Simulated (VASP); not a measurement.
Input of a VASP 6.6.1 run:

The input INCAR:

```
PREC = Accurate ; ENCUT = 520
EDIFF = 1E-6 ; ISMEAR = 0
SIGMA = 0.05 ; LREAL = Auto
LASPH = True ; NELM = 80
ALGO = Normal ; ISIF = 2
LWAVE = False ; LCHARG = False
GGA = PE ; NBANDS = 163
```

File KPOINTS:

```
regular mesh
0
Gamma
  2 2 2
```

The input POSCAR:

```
C
1.0
    7.1400000000      0.0000000000      0.0000000000
    0.0000000000      7.1400000000      0.0000000000
    0.0000000000      0.0000000000      7.1400000000
C
63
Direct
    0.4973596639     -0.0014992997     -0.0004644258
    0.6231551821      0.1249469188      0.1250563025
    0.7494484594      0.2505478992     -0.0007634454
    0.8737270308      0.3805345938      0.1229535014
    0.7364044818     -0.0052077031      0.2475218487
   -0.0038182073      0.0024563025      0.0039047619
    0.1151198880      0.1267600840      0.1341334734
    0.2460112045      0.2508127451      0.0029567227
    0.3734079832      0.3753351541      0.1244152661
    0.4993550420      0.4996303922     -0.0016540616
    0.6230455182      0.6270719888      0.1233669468
    0.7480359944      0.7500682073     -0.0006642857
    0.8720983193      0.8792991597      0.1300714286
    0.2460686275      0.0018598039      0.2531028011
    0.3739089636      0.1257771709      0.3755684874
    0.4991651261      0.2494310924      0.2467719888
    0.6351994398      0.3685364146      0.3635121849
    0.7490208683      0.5044285714      0.2444495798
    0.8743689076      0.6267795518      0.3746698880
    0.4985603641     -0.0012537815      0.5011113445
    0.6239997199      0.1150407563      0.6246047619
    0.7924743697      0.2364659664      0.4466203081
    0.8832438375      0.3697598039      0.6151739496
    0.7490698880     -0.0008700280      0.7496579832
    0.8733651261      0.1258298319      0.8749570028
    0.0003100840      0.5017630252     -0.0016725490
    0.1239803922      0.6268207283      0.1256585434
    0.2487224090      0.7506287115      0.0010704482
    0.3719984594      0.8760469188      0.1267162465
   -0.0104542017      0.2661298319      0.2585057423
    0.1246927171      0.3795394958      0.3759427171
    0.2505326331      0.5012981793      0.2496974790
    0.3775015406      0.6221824930      0.3750369748
    0.4976508403      0.7494738095      0.2499981793
    0.6230418768      0.8756752101      0.3762649860
    0.0086478992     -0.0119673669      0.5144177871
    0.1241179272      0.1238992997      0.6252602241
    0.2494232493      0.2499063025      0.4994845938
    0.3771642857      0.3726826331      0.6236844538
    0.5065563025      0.4933057423      0.4982362745
    0.6267033613      0.6216501401      0.6230761905
    0.7498806723      0.7498382353      0.4997336134
    0.8746872549      0.8748340336      0.6259067227
    0.2501697479     -0.0018100840      0.7529808123
    0.3727834734      0.1237410364      0.8769261905
    0.5019292717      0.2479521008      0.7474570028
    0.6251785714      0.3734018207      0.8725268908
    0.7508917367      0.4946301120      0.7443789916
    0.8749446779      0.6238317927      0.8736236695
   -0.0015540616      0.7522473389      0.2516217087
    0.1226243697      0.8762193277      0.3777878151
    0.0030773109      0.5033298319      0.5005626050
    0.1261187675      0.6257163866      0.6266537815
    0.2521369748      0.7473521008      0.5019638655
    0.3740386555      0.8727935574      0.6265319328
    0.0008257703      0.2487235294      0.7484830532
    0.1246747899      0.3749270308      0.8749253501
    0.2512710084      0.4988864146      0.7496467787
    0.3744525210      0.6245284314      0.8749175070
    0.5004813725      0.7474673669      0.7493854342
    0.6237829132      0.8735565826      0.8753567227
    0.0001039216      0.7489724090      0.7527337535
    0.1227869748      0.8760640056      0.8782218487
```

Potentials or basis: VASP PAW PBE potentials, release 64 (C).

The run is started by

```console
$ cat potpaw_PBE.64/C/POTCAR > POTCAR
$ mpirun -np 1 vasp_std > vasp.out
```

Q: What does it give for the band gap on the k mesh?

A: Zero (bands 126 and 127 overlap by 0.20 eV).

Q: What does it give for the pressure?

A: -0.5 GPa.

Q: What does it give for the largest force?

A: 3.326 eV/Å.

Stress tensor (GPa, compression positive):
```
-2.02  3.33  4.55
 3.33  3.46 -4.35
 4.55 -4.35 -2.83
```

Caveat: the k points lie up to 0.44 Å⁻¹ apart.
